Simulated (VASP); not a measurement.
Input of a VASP 6.6.1 run:

The input POSCAR:

```
Nb
1.0
    0.0000000000      2.1620380793      2.1620380793
    2.1620380793      0.0000000000      2.1620380793
    2.1620380793      2.1620380793      0.0000000000
Nb
1
Direct
    0.0000000000      0.0000000000      0.0000000000
```

File INCAR.step1:

```
SYSTEM = Nb
ALGO = Normal
EDIFF = 1E-4
ENCUT = 520
GGA = PE
ISMEAR = -1
LASPH = .TRUE.
LCHARG = .FALSE.
LREAL = .FALSE.
LWAVE = .TRUE.
NBANDS = 12
NELM = 100
PREC = Accurate
SIGMA = 0.1
```

Contents of INCAR.step2:

```
SYSTEM = Nb
ALGO = Normal
EDIFF = 1E-6
ENCUT = 520
ISIF = 2
ISMEAR = -1
ISTART = 1
LASPH = .TRUE.
LCHARG = .FALSE.
LMIXTAU = .TRUE.
LREAL = .FALSE.
LWAVE = .FALSE.
METAGGA = R2SCAN
NBANDS = 12
NELM = 100
PREC = Accurate
SIGMA = 0.1
```

Contents of KPOINTS:

```
k-points
0
G
  14 14 14
  0 0 0
```

Potentials or basis: VASP PAW PBE potentials, release 64 (Nb_sv).

Run with:

```bash
$ cat potpaw_PBE.64/Nb_sv/POTCAR > POTCAR
$ cp INCAR.step1 INCAR
$ mpirun -np 1 vasp_std > vasp.out
$ cp INCAR.step2 INCAR
$ mpirun -np 1 vasp_std > vasp.out
```

Question: Predict the band gap on the k mesh.

Answer: Zero (an odd number of electrons rules out a gap without spin polarisation).

Question: Predict the pressure.

Answer: -11.5 GPa.

Caveat: the cell stands under tension; the PAW data sets were made with another functional, which shifts forces and pressure a little.
